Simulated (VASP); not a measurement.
Co, 4 atoms in the cell. Symmetry: P6_3/mmc, No. 194, hexagonal system. The conventional cell has a = 2.495 Å, b = 2.495 Å, c = 8.082 Å, α = 90.00°, β = 90.00°, γ = 120.00°. Co (site symmetry -3m) has 12 Co at 2.48 to 2.50 Å within 3.3 Å. Within 3.3 Å of Co (site symmetry -6m2) lie 12 Co at 2.48 to 2.50 Å. 

- Program: VASP 6.6.1
- Task: single point
- Functional: PBE
- Potentials or basis: VASP PAW PBE potentials, release 64 (Co)
- Cutoff: 520 eV
- k mesh: 14 × 14 × 4
- Occupations: fermi-dirac, width 0.05 eV
- Spin: collinear spin, ferromagnetic start
- Starting moments: [1.7, 1.7, 1.7, 1.7] μB
- Dipole correction: no
- Further INCAR settings: ALGO = Normal; EDIFF = 1e-06; NBANDS = 30

Potentials or basis: VASP PAW PBE potentials, release 64 (Co).

Run with:

```console
$ cat potpaw_PBE.64/Co/POTCAR > POTCAR
$ mpirun -np 1 vasp_std > vasp.out
```

Hardware: 1 thread of Intel(R) Xeon(R) 6975P-C (Granite Rapids), on a shared host.

**Question.** Estimate the wall time of this run.

**Answer.** It took 110 s on 1 thread of Intel(R) Xeon(R) 6975P-C (Granite Rapids), on a shared host, peak memory 0.26 GiB. Counts: scf iterations 17, k points 72.
